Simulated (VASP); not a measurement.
# ZrB2 (P6_3/mmc) in VASP: single point with PBE

Aim: the single point of ZrB2 with PBE.

All numbers are computed with VASP 6.6.1; they aren't measurements. Logs are shortened: lines on timing, memory, paths and dates and some standing lists are left out, and cuts for length are marked.

## 1. The cell of the first run

Symmetry: P6_3/mmc, No. 194, hexagonal system. Conventional cell: a = 3.073 Å, b = 3.073 Å, c = 8.563 Å, α = 90.00°, β = 90.00°, γ = 120.00°. Within 3.1 Å of Zr (site symmetry -6m2) lie 8 B at 2.37 to 2.61 Å and 6 Zr at 3.07 Å. B (site symmetry 3m) has 3 B at 1.83 Å and 1 Zr at 2.37 Å within 2.4 Å.

## 2. Single point, PBE

INCAR

```
ALGO = Normal ; EDIFF = 1E-6
ENCUT = 500 ; GGA = PE
GGA_COMPAT = False ; ISIF = 2
ISMEAR = 0 ; LASPH = True
LCHARG = True ; LELF = True
LREAL = False ; LVHAR = True
LWAVE = False ; NBANDS = 27
NELM = 120 ; PREC = Accurate
SIGMA = 0.2
```

KPOINTS

```
k-points
0
Gamma
  6 6 2
```

POSCAR

```
ZrB2
1.0
    3.0727629030      0.0000000000      0.0000000000
   -1.5363814515      2.6610907338      0.0000000000
    0.0000000000      0.0000000000      8.5629195667
Zr B
2 4
Direct
    0.3333333333      0.6666666667      0.2500000000
    0.6666666667      0.3333333333      0.7500000000
    0.6666666667      0.3333333333      0.4727861124
    0.3333333333      0.6666666667      0.5272138876
    0.3333333333      0.6666666667      0.9727861124
    0.6666666667      0.3333333333      0.0272138876
```

Potentials or basis: VASP PAW PBE potentials, release 64 (Zr_sv, B).

Run with:

```console
cat potpaw_PBE.64/Zr_sv/POTCAR potpaw_PBE.64/B/POTCAR > POTCAR
mpirun -np 1 vasp_std > vasp.out
```

OUTCAR:

```text
EDIFF = 1E-6
   ENCUT = 500
   GGA = PE
   ISIF = 2
   ISMEAR = 0
   LASPH = True
   LREAL = False
   NELM = 120
   PREC = Accurate

 ion  position               nearest neighbor table
   1  0.333  0.667  0.250-   4 2.37   5 2.37   3 2.61   6 2.61   3 2.61   6 2.61   3 2.61   6 2.61

   2  0.667  0.333  0.750-   3 2.37   6 2.37   4 2.61   5 2.61   4 2.61   5 2.61   5 2.61   4 2.61

   3  0.667  0.333  0.473-   4 1.83   4 1.83   4 1.83   2 2.37   1 2.61   1 2.61   1 2.61
   4  0.333  0.667  0.527-   3 1.83   3 1.83   3 1.83   1 2.37   2 2.61   2 2.61   2 2.61
   5  0.333  0.667  0.973-   6 1.83   6 1.83   6 1.83   1 2.37   2 2.61   2 2.61   2 2.61
   6  0.667  0.333  0.027-   5 1.83   5 1.83   5 1.83   2 2.37   1 2.61   1 2.61   1 2.61

  LATTYP: Found a hexagonal cell.
 ALAT       =     3.0727629030
 C/A-ratio  =     2.7867166576

  Lattice vectors:

 A1 = (   3.0727629030,   0.0000000000,   0.0000000000)
 A2 = (  -1.5363814515,   2.6610907338,   0.0000000000)
 A3 = (   0.0000000000,   0.0000000000,   8.5629195667)

Analysis of symmetry for initial positions (statically):
=====================================================================
 Subroutine PRICEL returns:
 Original cell was already a primitive cell.

 Routine SETGRP: Setting up the symmetry group for a
 hexagonal supercell.

 Subroutine GETGRP returns: Found 24 space group operations
 (whereof 12 operations were pure point group operations)
 out of a pool of 24 trial point group operations.

The static configuration has the point symmetry D_3d.
 The point group associated with its full space group is D_6h.

Analysis of symmetry for dynamics (positions and initial velocities):
=====================================================================
 Subroutine PRICEL returns:
 Original cell was already a primitive cell.

 Routine SETGRP: Setting up the symmetry group for a
 hexagonal supercell.

 Subroutine GETGRP returns: Found 24 space group operations
 (whereof 12 operations were pure point group operations)
 out of a pool of 24 trial point group operations.

The dynamic configuration has the point symmetry D_3d.
 The point group associated with its full space group is D_6h.

 Subroutine INISYM returns: Found 24 space group operations
 (whereof 12 operations are pure point group operations),
 and found     1 'primitive' translations

----------------------------------------------------------------------------------------

                                     Primitive cell

  volume of cell :      70.0181

  direct lattice vectors                    reciprocal lattice vectors
     3.072762903  0.000000000  0.000000000     0.325440013  0.187892879  0.000000000
    -1.536381452  2.661090734  0.000000000     0.000000000  0.375785759  0.000000000
     0.000000000  0.000000000  8.562919567     0.000000000  0.000000000  0.116782599

  length of vectors
     3.072762903  3.072762903  8.562919567     0.375785759  0.375785759  0.116782599

  position of ions in fractional coordinates (direct lattice)
     0.333333333  0.666666667  0.250000000
     0.666666667  0.333333333  0.750000000
     0.666666667  0.333333333  0.472786112
     0.333333333  0.666666667  0.527213888
     0.333333333  0.666666667  0.972786112
     0.666666667  0.333333333  0.027213888

  ion indices of the primitive-cell ions
   primitive index   ion index
                 1           1
                 2           2
                 3           3
                 4           4
                 5           5
                 6           6

----------------------------------------------------------------------------------------

 KPOINTS: k-points

Automatic generation of k-mesh.
 Grid dimensions read from file:
 generate k-points for:    6    6    2

 Generating k-lattice:

  Cartesian coordinates                     Fractional coordinates (reciprocal lattice)
     0.054240002  0.031315480  0.000000000     0.166666667 -0.000000000  0.000000000
     0.000000000  0.062630960  0.000000000     0.000000000  0.166666667  0.000000000
     0.000000000  0.000000000  0.058391299     0.000000000  0.000000000  0.500000000

  Length of vectors
     0.062630960  0.062630960  0.058391299

  Shift w.r.t. Gamma in fractional coordinates (k-lattice)
     0.000000000  0.000000000  0.000000000

 Subroutine IBZKPT returns following result:
 ===========================================

 Found     14 irreducible k-points:

 Following reciprocal coordinates:
            Coordinates               Weight
  0.000000  0.000000  0.000000      1.000000
  0.166667 -0.000000  0.000000      6.000000
  0.333333  0.000000  0.000000      6.000000
  0.500000 -0.000000  0.000000      3.000000
  0.166667  0.166667  0.000000      6.000000
  0.333333  0.166667  0.000000     12.000000
  0.333333  0.333333  0.000000      2.000000
  0.000000  0.000000  0.500000      1.000000
  0.166667 -0.000000  0.500000      6.000000
  0.333333  0.000000  0.500000      6.000000
  0.500000 -0.000000  0.500000      3.000000
  0.166667  0.166667  0.500000      6.000000
  0.333333  0.166667  0.500000     12.000000
  0.333333  0.333333  0.500000      2.000000
   k-points           NKPTS =     14   k-points in BZ     NKDIM =     14   number of bands    NBANDS=     27
   number of dos      NEDOS =    301   number of ions     NIONS =      6
   total plane-waves  NPLWV =  36864
   dimension x,y,z NGX =    24 NGY =   24 NGZ =   64
   dimension x,y,z NGXF=    48 NGYF=   48 NGZF=  128
   ions per type =               2   4
   NGX,Y,Z   is equivalent  to a cutoff of  12.98, 12.98, 12.43 a.u.
   NGXF,Y,Z  is equivalent  to a cutoff of  25.97, 25.97, 24.85 a.u.
 SYSTEM =  unknown system
   PREC   = accura    normal or accurate (medium, high low for compatibility)
   ISTART =      0    job   : 0-new  1-cont  2-samecut
   ICHARG =      2    charge: 1-file 2-atom 10-const
   ISPIN  =      1    spin polarized calculation?
   LNONCOLLINEAR =      F non collinear calculations
   LSORBIT =      F    spin-orbit coupling
   LASPH  =      T    aspherical Exc in radial PAW
   ENCUT  =  500.0 eV  36.75 Ry    6.06 a.u.   5.60  5.60 15.61*2*pi/ulx,y,z
   NELM   =    120;   NELMIN=  2; NELMDL= -5     # of ELM steps
   EDIFF  = 0.1E-05   stopping-criterion for ELM
   LREAL  =      F    real-space projection
   EDIFFG = 0.1E-04   stopping-criterion for IOM
   NSW    =      0    number of steps for IOM
   IBRION =     -1    ionic relax: 0-MD 1-quasi-New 2-CG
   NFREE  =      0    steps in history (QN), initial steepest desc. (CG)
   ISIF   =      2    stress and relaxation
   ISYM   =      2    0-nonsym 1-usesym 2-fastsym
   POTIM  = 0.5000    time-step for ionic-motion
   TEBEG  =    0.0;   TEEND  =   0.0 temperature during run
   PSTRESS=    0.0 pullay stress
   NELECT =      36.0000    total number of electrons
   NUPDOWN=      -1.0000    fix difference up-down
   EMIN   =  10.00;   EMAX   =-10.00  energy-range for DOS
   EFERMI =   0.00;   METHOD = LEGACY
   ISMEAR =     0;   SIGMA  =   0.20  broadening in eV -4-tet -1-fermi 0-gaus
   EFERMI_NEDOS =   21; number of points for ismear=-14 and -15
   IALGO  =     38    algorithm
   IMIX   =      4    mixing-type and parameters
     AMIX     =   0.40;   BMIX     =  1.00
     AMIX_MAG =   1.60;   BMIX_MAG =  1.00
  volume/ion in A,a.u.               =      11.67        78.75
  Fermi-wavevector in a.u.,A,eV,Ry     =   1.311512  2.478398 23.402873  1.720063
  Thomas-Fermi vector in A             =   2.441968
   LORBIT       =      0    0 simple, 1 ext, 2 COOP (PROOUT), +10 PAW based schemes
   GGA     = PE    functional components
   LHFCALC =     F    Hartree Fock is set to
   AEXX    =    0.0000 exact exchange contribution
   IVDW    =     0    specifies the selected vdW correction
   LEPSILON=     F    determine dielectric tensor
   LRPA    =     F    only Hartree local field effects (RPA)
 non-spin polarized calculation
 Gauss-broadening in eV      SIGMA  =   0.20
  energy-cutoff  :      500.00
  volume of cell :       70.02
 maximum number of plane-waves:      1807
 NGX is ok and might be reduce to    24
   NGX = 11   NGY = 11   NGZ = 31

 number of electron      36.0000000 magnetization

 Free energy of the ion-electron system (eV)
  ---------------------------------------------------
  ext. energy  EPLUGINS =         0.00000000
  ---------------------------------------------------
  free energy    TOTEN  =       -44.79559352 eV

  energy without entropy =      -44.72978135  energy(sigma->0) =      -44.76268744

 E-fermi :   8.0857     XC(G=0): -11.7256

 val. band max:        8.0712816673   @ k =   0.3333   0.0000   0.0000
 cond. band min:       8.1836586815   @ k =   0.3333   0.1667   0.0000
 fundamental gap:      0.1123770143
 Fermi energy:         8.0857465337

 k-point     1 :       0.0000    0.0000    0.0000
  band No.  band energies     occupation
      1     -40.0782      2.00000
      2     -40.0773      2.00000
      3     -18.1954      2.00000
      4     -18.1333      2.00000
      5     -17.6652      2.00000
      6     -17.6652      2.00000
[... 19 lines left out ...]
     26      14.2474      0.00000
     27      14.2474      0.00000

 k-point     2 :       0.1667   -0.0000    0.0000
  band No.  band energies     occupation
      1     -40.0387      2.00000
      2     -40.0378      2.00000
      3     -18.1378      2.00000
      4     -18.0839      2.00000
      5     -17.9588      2.00000
      6     -17.9569      2.00000
[... 19 lines left out ...]
     26      14.2719      0.00000
     27      14.6710      0.00000

 k-point     3 :       0.3333    0.0000    0.0000
  band No.  band energies     occupation
      1     -39.9584      2.00000
      2     -39.9579      2.00000
      3     -18.5139      2.00000
      4     -18.5103      2.00000
      5     -18.0185      2.00000
      6     -17.9853      2.00000
[... 294 lines left out ...]
      1     -39.9176      2.00000
      2     -39.9176      2.00000
      3     -18.6378      2.00000
      4     -18.6378      2.00000
      5     -18.0736      2.00000
      6     -18.0736      2.00000
[... 19 lines left out ...]
     26      14.4418      0.00000
     27      15.6018      0.00000

 k-point    14 :       0.3333    0.3333    0.5000
  band No.  band energies     occupation
      1     -39.8973      2.00000
      2     -39.8973      2.00000
      3     -18.4547      2.00000
      4     -18.4547      2.00000
      5     -18.4366      2.00000
      6     -18.4366      2.00000
[... 19 lines left out ...]
     26      13.5203      0.00000
     27      16.0051      0.00000

------------------------ aborting loop because EDIFF is reached ----------------------------------------

  FORCE on cell =-STRESS in cart. coord.  units (eV):
  Direction    XX          YY          ZZ          XY          YZ          ZX
  --------------------------------------------------------------------------------------
  -------------------------------------------------------------------------------------
  Total        0.0920968      0.0920968      0.3744824      0.0000000      0.0000000     -0.0000000
  in kB        2.1073875      2.1073875      8.5690252      0.0000000      0.0000000     -0.0000000
  external PRESSURE =       4.2612667 kB  Pullay stress =       0.0000000 kB

 VOLUME and BASIS-vectors are now :
 -----------------------------------------------------------------------------
  energy-cutoff  :      500.00
  volume of cell :       70.02
      direct lattice vectors                 reciprocal lattice vectors
     3.072762903  0.000000000  0.000000000     0.325440013  0.187892879  0.000000000
    -1.536381452  2.661090734  0.000000000     0.000000000  0.375785759  0.000000000
     0.000000000  0.000000000  8.562919567     0.000000000  0.000000000  0.116782599

 POSITION                                       TOTAL-FORCE (eV/Angst)
 -----------------------------------------------------------------------------------
     -0.00000      1.77406      2.14073        -0.000000      0.000000     -0.000000
      1.53638      0.88703      6.42219         0.000000      0.000000     -0.000000
      1.53638      0.88703      4.04843         0.000000      0.000000      0.004256
     -0.00000      1.77406      4.51449         0.000000     -0.000000     -0.004256
     -0.00000      1.77406      8.32989         0.000000     -0.000000      0.004256
      1.53638      0.88703      0.23303         0.000000      0.000000     -0.004256
 -----------------------------------------------------------------------------------
    total drift:                               -0.000000      0.000000     -0.000000

  FREE ENERGIE OF THE ION-ELECTRON SYSTEM (eV)
  ---------------------------------------------------
  free  energy   TOTEN  =       -44.7955935227 eV

  energy  without entropy=      -44.7297813549  energy(sigma->0) =      -44.76268744
```

It took 32 s on 1 thread of Intel Xeon Platinum 8488C (Sapphire Rapids), shared host; peak memory 0.18 GiB.

Results:

- Free energy: -44.7956 eV
- Pressure: 0.4 GPa
- Largest force: 0.004 eV/Å
- Band gap on the k mesh: zero (band 18 reaches 8.53 eV, above the bottom of band 19 at 7.65 eV)

Forces on the atoms (eV/Å):
```
Zr   0.000  0.000  0.000
Zr   0.000  0.000  0.000
B    0.000  0.000  0.004
B    0.000  0.000 -0.004
B    0.000  0.000  0.004
B    0.000  0.000 -0.004
```

Stress tensor (GPa, compression positive):
```
0.21 0.00 0.00
0.00 0.21 0.00
0.00 0.00 0.86
```

Caveat: the k points lie up to 0.39 Å⁻¹ apart.
